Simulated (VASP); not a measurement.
A run of VASP 6.6.1 is set up as follows.

Contents of INCAR:

```
SYSTEM = SrSiH6
PREC     = Accurate       ! precision mode
ENCUT    = 520            ! plane-wave cutoff, eV
EDIFF    = 1E-6           ! SCF threshold, eV
ISMEAR   = -1             ! smearing method
SIGMA    = 0.03           ! smearing width, eV
LREAL    = .FALSE.        ! projectors in reciprocal space
LASPH    = .TRUE.         ! aspherical terms in the spheres
NELM     = 60             ! most SCF steps
ALGO     = Normal         ! electronic algorithm
ISIF     = 2              ! what is computed and relaxed
LWAVE    = .FALSE.        ! write WAVECAR
LCHARG   = .FALSE.        ! write CHGCAR
GGA      = PS             ! functional
NBANDS   = 20             ! bands
```

KPOINTS

```
regular mesh
0
G
  6 6 6
  0 0 0
```

The input POSCAR:

```
SrSiH6
1.0
    0.0000000000      3.9161598511      3.9161598511
    3.9161598511      0.0000000000      3.9161598511
    3.9161598511      3.9161598511      0.0000000000
Sr Si H
1 1 6
Direct
    0.5000000000      0.5000000000      0.5000000000
    0.0000000000      0.0000000000      0.0000000000
    0.7965382985      0.2034617015      0.2034617015
    0.2034617015      0.7965382985      0.7965382985
    0.2034617015      0.7965382985      0.2034617015
    0.7965382985      0.2034617015      0.7965382985
    0.2034617015      0.2034617015      0.7965382985
    0.7965382985      0.7965382985      0.2034617015
```

Potentials or basis: VASP PAW PBE potentials, release 64 (Sr_sv, Si, H).

Launch:

```console
$ cat potpaw_PBE.64/Sr_sv/POTCAR potpaw_PBE.64/Si/POTCAR potpaw_PBE.64/H/POTCAR > POTCAR
$ mpirun -np 1 vasp_std > vasp.out
```

(1) Predict the pressure.

(2) Estimate the band gap on the k mesh.

(3) What does it give for the largest force?

Answers

(1) 0.0 GPa.

(2) 1.97 eV (least direct gap 2.78 eV).

(3) 0.012 eV/Å.

Caveat: the PAW data sets were made with another functional, which shifts forces and pressure a little.
